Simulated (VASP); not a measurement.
Set up this calculation in VASP 6.6.1, as the native input.

- Task: density of states
- Functional: PBEsol
- Potentials or basis: VASP PAW PBE potentials, release 64 (Zr_sv, B)
- Cutoff: 520 eV
- k mesh: 8 × 8 × 8
- Occupations: fermi-dirac, width 0.05 eV
- Spin: no spin polarisation
- Dipole correction: no
- k mesh for the DOS: 12 × 12 × 12
- Occupations for the DOS: tetrahedron
- Further INCAR settings: ALGO = Normal; EDIFF = 1e-06; NBANDS = 14

ZrB:

```
CELL_PARAMETERS angstrom
0.00000 2.32500 2.32500
2.32500 0.00000 2.32500
2.32500 2.32500 0.00000
ATOMIC_POSITIONS crystal
Zr 0.00000 0.00000 0.00000
B 0.50000 0.50000 0.50000
```

The input as run:

POSCAR

```
ZrB
1.0
    0.0000000000      2.3250000000      2.3250000000
    2.3250000000      0.0000000000      2.3250000000
    2.3250000000      2.3250000000      0.0000000000
Zr B
1 1
Direct
    0.0000000000      0.0000000000      0.0000000000
    0.5000000000      0.5000000000      0.5000000000
```

INCAR.step1

```
  ALGO = Normal
  EDIFF = 1E-6
  ENCUT = 520
  GGA = PS
  ISIF = 2
  ISMEAR = -1
  LASPH = T
  LCHARG = T
  LMAXMIX = 4
  LREAL = F
  LWAVE = F
  NBANDS = 14
  NELM = 80
  PREC = Accurate
  SIGMA = 0.05
```

KPOINTS.step1

```
k-points
0
Gamma
  8 8 8
```

INCAR.step2

```
  ALGO = Normal
  EDIFF = 1E-6
  ENCUT = 520
  GGA = PS
  ICHARG = 11
  ISIF = 2
  ISMEAR = -5
  LASPH = T
  LCHARG = F
  LMAXMIX = 4
  LORBIT = 11
  LREAL = F
  LWAVE = F
  NBANDS = 14
  NEDOS = 2001
  NELM = 80
  PREC = Accurate
  SIGMA = 0.05
```

KPOINTS.step2

```
k-points
0
Gamma
  12 12 12
```

Potentials or basis: VASP PAW PBE potentials, release 64 (Zr_sv, B).

Command:

```bash
$ cat potpaw_PBE.64/Zr_sv/POTCAR potpaw_PBE.64/B/POTCAR > POTCAR
$ cp INCAR.step1 INCAR
$ cp KPOINTS.step1 KPOINTS
$ mpirun -np 1 vasp_std > vasp.out
$ cp INCAR.step2 INCAR
$ cp KPOINTS.step2 KPOINTS
$ mpirun -np 1 vasp_std > vasp.out
```

Results of the run:

The valence electrons inside the program's atomic spheres are Zr 10.12; B 1.90.

Run time: 37 s on 1 thread of Intel Xeon 8259CL, on a shared host, peak memory 0.15 GiB.
